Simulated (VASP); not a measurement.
# SrTe (Fm-3m) in VASP: a series of runs

Runs on SrTe. Level: r2SCAN. Tasks: single point.

Everything below comes from runs of VASP 6.6.1. Logs are shortened: lines on timing, memory, paths and dates and some standing lists are left out, and cuts for length are marked.

### Step 1. The cell of the first run

The structure is cubic, space group Fm-3m (No. 225). Conventional cell: a = 6.706 Å, b = 6.706 Å, c = 6.706 Å, α = 90.00°, β = 90.00°, γ = 90.00°. Within 4.4 Å of Sr (site symmetry m-3m) lie 6 Te at 3.35 Å. Te (site symmetry m-3m) has 6 Sr at 3.35 Å within 4.4 Å.

### Step 2. Single point, r2SCAN

File POSCAR:

```
SrTe
1.0
    0.0000000000      3.3527582064      3.3527582064
    3.3527582064      0.0000000000      3.3527582064
    3.3527582064      3.3527582064      0.0000000000
Sr Te
1 1
Direct
    0.0000000000      0.0000000000      0.0000000000
    0.5000000000      0.5000000000      0.5000000000
```

File INCAR.step1:

```
SYSTEM = SrTe
ALGO = Normal ; EDIFF = 1E-5
ENCUT = 550 ; GGA = PE
GGA_COMPAT = .FALSE. ; ISMEAR = 0
LASPH = .TRUE. ; LCHARG = .FALSE.
LREAL = .FALSE. ; LWAVE = .TRUE.
NBANDS = 15 ; NELM = 120
PREC = Accurate ; SIGMA = 0.01
```

File INCAR.step2:

```
SYSTEM = SrTe
ALGO = Normal ; EDIFF = 1E-6
ENCUT = 550 ; GGA_COMPAT = .FALSE.
ISIF = 2 ; ISMEAR = 0
ISTART = 1 ; LASPH = .TRUE.
LCHARG = .FALSE. ; LMIXTAU = .TRUE.
LREAL = .FALSE. ; LWAVE = .FALSE.
METAGGA = R2SCAN ; NBANDS = 15
NELM = 120 ; PREC = Accurate
SIGMA = 0.01
```

File KPOINTS:

```
k-points
0
G
  6 6 6
  0 0 0
```

Potentials or basis: VASP PAW PBE potentials, release 64 (Sr_sv, Te).

The run is started by

```
$ cat potpaw_PBE.64/Sr_sv/POTCAR potpaw_PBE.64/Te/POTCAR > POTCAR
$ cp INCAR.step1 INCAR
$ mpirun -np 1 vasp_std > vasp.out
$ cp INCAR.step2 INCAR
$ mpirun -np 1 vasp_std > vasp.out
```

OUTCAR:

```text
SYSTEM = SrTe
   EDIFF = 1E-6
   ENCUT = 550
   ISIF = 2
   ISMEAR = 0
   ISTART = 1
   LASPH = .TRUE.
   LREAL = .FALSE.
   METAGGA = R2SCAN
   NELM = 120
   PREC = Accurate

 ion  position               nearest neighbor table
   1  0.000  0.000  0.000-   2 3.35   2 3.35   2 3.35   2 3.35   2 3.35   2 3.35
   2  0.500  0.500  0.500-   1 3.35   1 3.35   1 3.35   1 3.35   1 3.35   1 3.35

  LATTYP: Found a face centered cubic cell.
 ALAT       =     6.7055164128

  Lattice vectors:

 A1 = (   0.0000000000,   3.3527582064,   3.3527582064)
 A2 = (   3.3527582064,   0.0000000000,   3.3527582064)
 A3 = (   3.3527582064,   3.3527582064,   0.0000000000)

Analysis of symmetry for initial positions (statically):
=====================================================================
 Subroutine PRICEL returns:
 Original cell was already a primitive cell.

 Routine SETGRP: Setting up the symmetry group for a
 face centered cubic supercell.

 Subroutine GETGRP returns: Found 48 space group operations
 (whereof 48 operations were pure point group operations)
 out of a pool of 48 trial point group operations.

The static configuration has the point symmetry O_h .

Analysis of symmetry for dynamics (positions and initial velocities):
=====================================================================
 Subroutine PRICEL returns:
 Original cell was already a primitive cell.

 Routine SETGRP: Setting up the symmetry group for a
 face centered cubic supercell.

 Subroutine GETGRP returns: Found 48 space group operations
 (whereof 48 operations were pure point group operations)
 out of a pool of 48 trial point group operations.

The dynamic configuration has the point symmetry O_h .

 Subroutine INISYM returns: Found 48 space group operations
 (whereof 48 operations are pure point group operations),
 and found     1 'primitive' translations

----------------------------------------------------------------------------------------

                                     Primitive cell

  volume of cell :      75.3766

  direct lattice vectors                    reciprocal lattice vectors
     0.000000000  3.352758206  3.352758206    -0.149130945  0.149130945  0.149130945
     3.352758206  0.000000000  3.352758206     0.149130945 -0.149130945  0.149130945
     3.352758206  3.352758206  0.000000000     0.149130945  0.149130945 -0.149130945

  length of vectors
     4.741516127  4.741516127  4.741516127     0.258302374  0.258302374  0.258302374

  position of ions in fractional coordinates (direct lattice)
     0.000000000  0.000000000  0.000000000
     0.500000000  0.500000000  0.500000000

  ion indices of the primitive-cell ions
   primitive index   ion index
                 1           1
                 2           2

----------------------------------------------------------------------------------------

 KPOINTS: k-points

Automatic generation of k-mesh.
 Grid dimensions read from file:
 generate k-points for:    6    6    6

 Generating k-lattice:

  Cartesian coordinates                     Fractional coordinates (reciprocal lattice)
    -0.024855158  0.024855158  0.024855158     0.166666667  0.000000000  0.000000000
     0.024855158 -0.024855158  0.024855158     0.000000000  0.166666667  0.000000000
     0.024855158  0.024855158 -0.024855158     0.000000000  0.000000000  0.166666667

  Length of vectors
     0.043050396  0.043050396  0.043050396

  Shift w.r.t. Gamma in fractional coordinates (k-lattice)
     0.000000000  0.000000000  0.000000000

 Subroutine IBZKPT returns following result:
 ===========================================

 Found     16 irreducible k-points:

 Following reciprocal coordinates:
            Coordinates               Weight
  0.000000  0.000000  0.000000      1.000000
  0.166667  0.000000  0.000000      8.000000
  0.333333  0.000000  0.000000      8.000000
  0.500000  0.000000  0.000000      4.000000
  0.166667  0.166667  0.000000      6.000000
  0.333333  0.166667  0.000000     24.000000
[... 8 lines left out ...]
 -0.333333  0.333333  0.166667     24.000000
 -0.333333  0.500000  0.166667     12.000000
   k-points           NKPTS =     16   k-points in BZ     NKDIM =     16   number of bands    NBANDS=     15
   number of dos      NEDOS =    301   number of ions     NIONS =      2
   total plane-waves  NPLWV =  46656
   dimension x,y,z NGX =    36 NGY =   36 NGZ =   36
   dimension x,y,z NGXF=    72 NGYF=   72 NGZF=   72
   ions per type =               1   1
   NGX,Y,Z   is equivalent  to a cutoff of  12.62, 12.62, 12.62 a.u.
   NGXF,Y,Z  is equivalent  to a cutoff of  25.24, 25.24, 25.24 a.u.
 SYSTEM =  SrTe
   PREC   = accura    normal or accurate (medium, high low for compatibility)
   ISTART =      1    job   : 0-new  1-cont  2-samecut
   ICHARG =      0    charge: 1-file 2-atom 10-const
   ISPIN  =      1    spin polarized calculation?
   LNONCOLLINEAR =      F non collinear calculations
   LSORBIT =      F    spin-orbit coupling
   LASPH  =      T    aspherical Exc in radial PAW
   ENCUT  =  550.0 eV  40.42 Ry    6.36 a.u.   9.07  9.07  9.07*2*pi/ulx,y,z
   NELM   =    120;   NELMIN=  2; NELMDL=  0     # of ELM steps
   EDIFF  = 0.1E-05   stopping-criterion for ELM
   LREAL  =      F    real-space projection
   EDIFFG = 0.1E-04   stopping-criterion for IOM
   NSW    =      0    number of steps for IOM
   IBRION =     -1    ionic relax: 0-MD 1-quasi-New 2-CG
   NFREE  =      0    steps in history (QN), initial steepest desc. (CG)
   ISIF   =      2    stress and relaxation
   ISYM   =      2    0-nonsym 1-usesym 2-fastsym
   POTIM  = 0.5000    time-step for ionic-motion
   TEBEG  =    0.0;   TEEND  =   0.0 temperature during run
   PSTRESS=    0.0 pullay stress
   NELECT =      16.0000    total number of electrons
   NUPDOWN=      -1.0000    fix difference up-down
   EMIN   =  10.00;   EMAX   =-10.00  energy-range for DOS
   EFERMI =   0.00;   METHOD = LEGACY
   ISMEAR =     0;   SIGMA  =   0.01  broadening in eV -4-tet -1-fermi 0-gaus
   EFERMI_NEDOS =   21; number of points for ismear=-14 and -15
   IALGO  =     38    algorithm
   IMIX   =      4    mixing-type and parameters
     AMIX     =   0.40;   BMIX     =  1.00
     AMIX_MAG =   1.60;   BMIX_MAG =  1.00
  volume/ion in A,a.u.               =      37.69       254.33
  Fermi-wavevector in a.u.,A,eV,Ry     =   0.976568  1.845446 12.975679  0.953686
  Thomas-Fermi vector in A             =   2.107197
   LORBIT       =      0    0 simple, 1 ext, 2 COOP (PROOUT), +10 PAW based schemes
   METAGGA = R2SCAN    functional components
   LHFCALC =     F    Hartree Fock is set to
   AEXX    =    0.0000 exact exchange contribution
   IVDW    =     0    specifies the selected vdW correction
   LEPSILON=     F    determine dielectric tensor
   LRPA    =     F    only Hartree local field effects (RPA)
 non-spin polarized calculation
 Gauss-broadening in eV      SIGMA  =   0.01
  energy-cutoff  :      550.00
  volume of cell :       75.38
 maximum number of plane-waves:      2229
   NGX = 19   NGY = 19   NGZ = 19

 number of electron      16.0000000 magnetization

 Free energy of the ion-electron system (eV)
  ---------------------------------------------------
  ext. energy  EPLUGINS =         0.00000000
  ---------------------------------------------------
  free energy    TOTEN  =       -44.59693030 eV

  energy without entropy =      -44.59693030  energy(sigma->0) =      -44.59693030

 E-fermi :   2.5424     XC(G=0):  -8.8050

 val. band max:        2.4881751604   @ k =   0.0000   0.0000   0.0000
 cond. band min:       4.6315759351   @ k =   0.5000   0.5000   0.0000
 fundamental gap:      2.1434007746
 Fermi energy:         2.5423560604

 k-point     1 :       0.0000    0.0000    0.0000
  band No.  band energies     occupation
      1     -33.4578      2.00000
      2     -14.8209      2.00000
      3     -14.8209      2.00000
      4     -14.8209      2.00000
      5      -7.7190      2.00000
      6       2.4882      2.00000
      7       2.4882      2.00000
      8       2.4882      2.00000
      9       6.0068      0.00000
     10       6.2284      0.00000
     11       6.2284      0.00000
     12       6.2284      0.00000
     13       6.9026      0.00000
     14       6.9026      0.00000
     15      10.6108      0.00000

 k-point     2 :       0.1667    0.0000    0.0000
  band No.  band energies     occupation
      1     -33.4568      2.00000
      2     -14.8507      2.00000
      3     -14.8221      2.00000
      4     -14.8221      2.00000
      5      -7.5740      2.00000
      6       1.5224      2.00000
      7       2.1470      2.00000
      8       2.1470      2.00000
      9       6.1560      0.00000
     10       6.5896      0.00000
     11       6.5896      0.00000
     12       7.2824      0.00000
     13       7.6023      0.00000
     14       7.6023      0.00000
     15      11.4314      0.00000

 k-point     3 :       0.3333    0.0000    0.0000
  band No.  band energies     occupation
      1     -33.4549      2.00000
      2     -14.9087      2.00000
      3     -14.8244      2.00000
      4     -14.8244      2.00000
      5      -7.2611      2.00000
      6       0.2456      2.00000
      7       1.6320      2.00000
      8       1.6320      2.00000
      9       6.4053      0.00000
     10       7.4864      0.00000
     11       7.4864      0.00000
     12       8.6984      0.00000
     13       9.1492      0.00000
     14       9.1492      0.00000
     15      11.2291      0.00000
[... 199 lines left out ...]
 k-point    15 :      -0.3333    0.3333    0.1667
  band No.  band energies     occupation
      1     -33.4529      2.00000
      2     -14.8991      2.00000
      3     -14.8627      2.00000
      4     -14.8426      2.00000
      5      -7.1464      2.00000
      6       0.4044      2.00000
      7       1.0391      2.00000
      8       1.3459      2.00000
      9       6.9246      0.00000
     10       6.9568      0.00000
     11       8.1940      0.00000
     12       8.8282      0.00000
     13       8.9452      0.00000
     14      10.0504      0.00000
     15      11.3518      0.00000

 k-point    16 :      -0.3333    0.5000    0.1667
  band No.  band energies     occupation
      1     -33.4525      2.00000
      2     -14.8863      2.00000
      3     -14.8635      2.00000
      4     -14.8579      2.00000
      5      -7.1900      2.00000
      6       0.6959      2.00000
      7       1.1828      2.00000
      8       1.2489      2.00000
      9       5.7955      0.00000
     10       7.4690      0.00000
     11       8.0102      0.00000
     12       8.7232      0.00000
     13       9.1634      0.00000
     14       9.5104      0.00000
     15      11.5643      0.00000

------------------------ aborting loop because EDIFF is reached ----------------------------------------

  FORCE on cell =-STRESS in cart. coord.  units (eV):
  Direction    XX          YY          ZZ          XY          YZ          ZX
  --------------------------------------------------------------------------------------
  -------------------------------------------------------------------------------------
  Total        0.0484773      0.0484773      0.0484773      0.0000000      0.0000000      0.0000000
  in kB        1.0304155      1.0304155      1.0304155      0.0000000      0.0000000      0.0000000
  external PRESSURE =       1.0304155 kB  Pullay stress =       0.0000000 kB

 VOLUME and BASIS-vectors are now :
 -----------------------------------------------------------------------------
  energy-cutoff  :      550.00
  volume of cell :       75.38
      direct lattice vectors                 reciprocal lattice vectors
     0.000000000  3.352758206  3.352758206    -0.149130945  0.149130945  0.149130945
     3.352758206  0.000000000  3.352758206     0.149130945 -0.149130945  0.149130945
     3.352758206  3.352758206  0.000000000     0.149130945  0.149130945 -0.149130945

 POSITION                                       TOTAL-FORCE (eV/Angst)
 -----------------------------------------------------------------------------------
      0.00000      0.00000      0.00000         0.000000     -0.000000     -0.000000
      3.35276      3.35276      3.35276        -0.000000      0.000000      0.000000
 -----------------------------------------------------------------------------------
    total drift:                                0.000000      0.000000      0.000000

  FREE ENERGIE OF THE ION-ELECTRON SYSTEM (eV)
  ---------------------------------------------------
  free  energy   TOTEN  =       -44.5969303015 eV

  energy  without entropy=      -44.5969303015  energy(sigma->0) =      -44.59693030
```

It took 66 s on 1 thread of AMD EPYC 9R45 (Zen 5), shared host; peak memory 0.19 GiB.

What came out:

* Free energy: -44.5969 eV
* Pressure: 0.1 GPa
* Band gap on the k mesh: 2.14 eV, indirect (least direct gap 2.89 eV)

Caveat: the PAW data sets were made with another functional, which shifts forces and pressure a little; spin-orbit coupling is left out, which moves the levels of the heavy elements.

### Step 3. Single point, r2SCAN (volume changed by +3%)

File POSCAR:

```
SrTe
1.0
    0.0000000000      3.3859559912      3.3859559912
    3.3859559912      0.0000000000      3.3859559912
    3.3859559912      3.3859559912      0.0000000000
Sr Te
1 1
Direct
    0.0000000000      0.0000000000      0.0000000000
    0.5000000000      0.5000000000      0.5000000000
```

File INCAR.step1:

```
SYSTEM = SrTe
  PREC = Accurate
  ENCUT = 550
  ISMEAR = 0
  SIGMA = 0.01
  LREAL = .FALSE.
  LASPH = .TRUE.
  NELM = 120
  NBANDS = 15
  GGA = PE
  ALGO = Normal
  EDIFF = 1E-5
  LWAVE = .TRUE.
  LCHARG = .FALSE.
  GGA_COMPAT = .FALSE.
```

File INCAR.step2:

```
SYSTEM = SrTe
  PREC = Accurate
  ENCUT = 550
  EDIFF = 1E-6
  ISMEAR = 0
  SIGMA = 0.01
  LREAL = .FALSE.
  LASPH = .TRUE.
  NELM = 120
  ALGO = Normal
  ISIF = 2
  LWAVE = .FALSE.
  LCHARG = .TRUE.
  METAGGA = R2SCAN
  LMIXTAU = .TRUE.
  LELF = .TRUE.
  LVHAR = .TRUE.
  NBANDS = 15
  ISTART = 1
  GGA_COMPAT = .FALSE.
```

File KPOINTS:

```
Automatic mesh
0
G
  6 6 6
  0 0 0
```

Potentials or basis: VASP PAW PBE potentials, release 64 (Sr_sv, Te).

The run is started by

```
$ cat potpaw_PBE.64/Sr_sv/POTCAR potpaw_PBE.64/Te/POTCAR > POTCAR
$ cp INCAR.step1 INCAR
$ mpirun -np 1 vasp_std > vasp.out
$ cp INCAR.step2 INCAR
$ mpirun -np 1 vasp_std > vasp.out
```

Run time: 79 s. Hardware: 1 thread of AMD EPYC 9R45 (Zen 5), shared host; peak memory 0.23 GiB.

It converged, with:

* Free energy: -44.5914 eV
* Pressure: -0.9 GPa
* Band gap on the k mesh: 2.21 eV, indirect (least direct gap 2.94 eV)

Levels at points of the mesh, in eV from the valence-band top:
```tsv
k point	band 4	band 5	band 6	band 7	band 8	band 9	band 10	band 11	band 12	band 13
(0.00, 0.00, 0.00)	-17.38	-10.12	0.00	0.00	0.00	3.38	3.76	3.76	3.76	4.41
(0.50, 0.00, 0.00)	-17.39	-9.54	-2.66	-1.01	-1.01	4.33	5.64	5.82	5.82	7.10
(0.50, 0.50, 0.00)	-17.41	-9.69	-1.92	-0.72	-0.72	2.21	4.43	5.29	6.55	6.58
```

Caveat: the PAW data sets were made with another functional, which shifts forces and pressure a little; spin-orbit coupling is left out, which moves the levels of the heavy elements. A k mesh can miss the band edges.

### Step 4. Single point, r2SCAN (volume changed by +6%)

File POSCAR:

```
SrTe
1.0
    0.0000000000      3.4185152577      3.4185152577
    3.4185152577      0.0000000000      3.4185152577
    3.4185152577      3.4185152577      0.0000000000
Sr Te
1 1
Direct
    0.0000000000      0.0000000000      0.0000000000
    0.5000000000      0.5000000000      0.5000000000
```

File INCAR.step1:

```
ALGO = Normal
EDIFF = 1E-5
ENCUT = 550
GGA = PE
GGA_COMPAT = F
ISMEAR = 0
LASPH = T
LCHARG = F
LREAL = F
LWAVE = T
NBANDS = 15
NELM = 120
PREC = Accurate
SIGMA = 0.01
```

File INCAR.step2:

```
ALGO = Normal
EDIFF = 1E-6
ENCUT = 550
GGA_COMPAT = F
ISIF = 2
ISMEAR = 0
ISTART = 1
LASPH = T
LCHARG = F
LMIXTAU = T
LREAL = F
LWAVE = F
METAGGA = R2SCAN
NBANDS = 15
NELM = 120
PREC = Accurate
SIGMA = 0.01
```

File KPOINTS:

```
k-points
0
Gamma
  6 6 6
```

The run is started by

```
$ cat potpaw_PBE.64/Sr_sv/POTCAR potpaw_PBE.64/Te/POTCAR > POTCAR
$ cp INCAR.step1 INCAR
$ mpirun -np 1 vasp_std > vasp.out
$ cp INCAR.step2 INCAR
$ mpirun -np 1 vasp_std > vasp.out
```

It took 77 s on 1 thread of AMD EPYC 9R45 (Zen 5), shared host; peak memory 0.22 GiB.

The run converged. Its results:

```
Free energy            : -44.5731 eV
Pressure               : -1.7 GPa
Band gap on the k mesh : 2.28 eV, indirect (least direct gap 2.98 eV)
```

Levels at points of the mesh, in eV from the valence-band top:
| k point | band 5 | band 6 | band 7 | band 8 | band 9 | band 10 | band 11 | band 12 |
| --- | --- | --- | --- | --- | --- | --- | --- | --- |
| (0.00, 0.00, 0.00) | -10.03 | 0.00 | 0.00 | 0.00 | 3.25 | 3.78 | 3.78 | 3.78 |
| (0.50, 0.00, 0.00) | -9.51 | -2.57 | -0.95 | -0.95 | 4.29 | 5.58 | 5.76 | 5.76 |
| (0.50, 0.50, 0.00) | -9.63 | -1.86 | -0.70 | -0.70 | 2.28 | 4.33 | 5.25 | 6.41 |

Caveat: the PAW data sets were made with another functional, which shifts forces and pressure a little; spin-orbit coupling is left out, which moves the levels of the heavy elements. A k mesh can miss the band edges.

### Step 5. Summary

| cell | gap on the mesh (eV) | pressure (GPa) |
| --- | --- | --- |
| a = 4.742 Å, angles 60.0°, 2 atoms | 2.14 | 0.1 |
| a = 4.788 Å, angles 60.0°, 2 atoms | 2.21 | -0.9 |
| a = 4.835 Å, angles 60.0°, 2 atoms | 2.28 | -1.7 |

Alike in all rows: task single point; level r2SCAN; potentials or basis VASP PAW PBE potentials, release 64 (Sr_sv, Te); no spin polarisation; k mesh 6 × 6 × 6; cutoff (eV) 550; smearing gaussian 0.01 eV.

Caveats: the PAW data sets were made with another functional, which shifts forces and pressure a little; spin-orbit coupling is left out, which moves the levels of the heavy elements.

Total energies depend on the potentials used, so only differences within one code and one set of settings carry meaning.
